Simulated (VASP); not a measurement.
## Si: single point with PBE

Si:

```
CELL_PARAMETERS angstrom
7.02259 -1.95487 -0.00268
7.02259 1.95487 -0.00268
-0.76100 0.00000 6.37835
ATOMIC_POSITIONS crystal
Si 0.05567 0.05567 0.87394
Si 0.94433 0.94433 0.12606
Si 0.55921 0.55921 0.65369
Si 0.44079 0.44079 0.34631
Si 0.21291 0.21291 0.05694
Si 0.78709 0.78709 0.94306
Si 0.72708 0.72708 0.58556
Si 0.27292 0.27292 0.41444
```

```yaml
Program: VASP 6.6.1
Task: single point
Functional: PBE
Potentials_or_basis: VASP PAW PBE potentials, release 64 (Si)
Cutoff: 520 eV
k_mesh: 6 × 6 × 4
Occupations: gaussian, width 0.01 eV
Spin: no spin polarisation
Dipole_correction: no
Further_INCAR_settings: ALGO = Normal; EDIFF = 1e-06; NBANDS = 26
```

- Pressure: -2.4 GPa
- Largest force: 0.083 eV/Å
- Band gap on the k mesh: 0.30 eV (least direct gap 0.55 eV)

Forces in eV/Å, atoms in the order of the input:
```
Si   0.068  0.000  0.023
Si  -0.068  0.000 -0.023
Si   0.035  0.000  0.044
Si  -0.035  0.000 -0.044
Si   0.079  0.000 -0.024
Si  -0.079  0.000  0.024
Si   0.022  0.000  0.052
Si  -0.022  0.000 -0.052
```

Stress tensor (GPa, compression positive):
```
-2.29  0.00 -0.11
 0.00 -2.40  0.00
-0.11  0.00 -2.53
```

Levels at points of the mesh, in eV from the valence-band top:
```csv
k point,band 12,band 13,band 14,band 15,band 16,band 17,band 18,band 19,band 20,band 21
"(0.00, 0.00, 0.00)",-1.15,-0.88,-0.73,-0.39,0.00,0.55,1.50,1.57,1.73,2.17
"(0.50, 0.00, 0.00)",-3.08,-2.79,-2.68,-2.14,-1.85,0.87,1.50,1.90,2.60,2.97
"(0.50, 0.50, 0.00)",-1.58,-1.41,-1.11,-0.78,-0.40,0.42,1.19,2.04,2.20,2.24
"(0.00, 0.00, 0.50)",-2.12,-1.41,-1.27,-1.03,-0.94,0.90,1.22,1.81,2.40,2.52
"(0.50, 0.00, 0.50)",-3.05,-2.13,-1.89,-1.69,-1.41,0.97,1.28,1.56,1.74,2.42
"(0.50, 0.50, 0.50)",-2.25,-1.99,-1.47,-1.14,-0.79,0.30,1.11,1.34,2.32,2.94
```

Run time: 4.1 min on 1 thread of Intel(R) Xeon(R) Platinum 8488C (Sapphire Rapids) (shared host), peak memory 0.42 GiB.

A k mesh can miss the band edges.
